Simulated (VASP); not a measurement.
Crystal: Al2Cu.

```
Al Cu
1.0
     4.10518    0.00000    0.00000
     0.00000    4.10518    0.00000
     0.00000    0.00000    2.89131
Al Cu
2 1
Direct
  0.50000 0.00000 0.50000
  0.00000 0.50000 0.50000
  0.00000 0.00000 0.00000
```

* Program: VASP 6.6.1
* Task: relaxation of cell and atoms
* Functional: PBEsol
* Potentials or basis: VASP PAW PBE potentials, release 64 (Al, Cu)
* Cutoff: 600 eV
* k mesh: 4 × 4 × 6
* Occupations: gaussian, width 0.05 eV
* Spin: no spin polarisation

At the start: pressure -2.2 GPa; volume 16.24 Å³/atom.

Task: Where does the relaxation end?

Result: Over 6 steps the energy falls by 4.9 meV/atom and the volume is 15.88 Å³/atom (-2.2 %); space group P4/mmm (No. 123, to 0.1 Å) before and after.

The path:
```tsv
step	energy change (eV)	largest force (eV/Å)	pressure (GPa)	volume (Å³)
1	0.0000	0.0000	-2.15	48.73
2	-0.0125	0.0000	0.94	47.20
3	-0.0129	0.0000	0.53	47.41
4	-0.0145	0.0000	0.15	47.54
5	-0.0145	0.0000	0.18	47.54
6	-0.0146	0.0000	-0.07	47.65
```

Final structure:
```
Al Cu
1.0
     4.04698    0.00000    0.00000
     0.00000    4.04698    0.00000
     0.00000    0.00000    2.90929
Al Cu
2 1
Direct
  0.50000 0.00000 0.50000
  0.00000 0.50000 0.50000
  0.00000 0.00000 0.00000
```

Caveat: the k points lie up to 0.39 Å⁻¹ apart in the final cell; the highest band is partly filled, so the run has too few bands; the PAW data sets were made with another functional, which shifts forces and pressure a little.
